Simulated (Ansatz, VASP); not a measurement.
**SiC: VASP beside Ansatz**

```
CELL_PARAMETERS angstrom
3.07532 0.00000 0.00000
-1.53766 2.66331 0.00000
0.00000 0.00000 5.04822
ATOMIC_POSITIONS crystal
Si 0.66667 0.33333 0.99960
Si 0.33333 0.66667 0.49960
C 0.66667 0.33333 0.37540
C 0.33333 0.66667 0.87540
```

Alike in both runs: functional r2SCAN; k mesh 12 × 12 × 6; occupations gaussian, width 0.02 eV; no spin polarisation.

Ansatz relaxed the structure, and its values are those at the end. VASP's run is a single point on that final structure, the one shown.

```csv
,VASP,Ansatz
version,VASP 6.6.1,Ansatz 0.2.0
potentials or method,"VASP PAW PBE potentials, release 64 (Si, C), cutoff 520 eV","scalar-relativistic, plane waves, PAW"
valence electrons in the cell,16,16
```

```csv
,VASP,Ansatz,Ansatz less VASP
gap on the k mesh at the Fermi level (eV),2.66,2.65,-0.007
least direct gap on the mesh (eV),4.48,4.48,-0.009
pressure (GPa),-0.2,0.0,+0.18
```

VASP's potentials were made for PBE, not for r2SCAN.
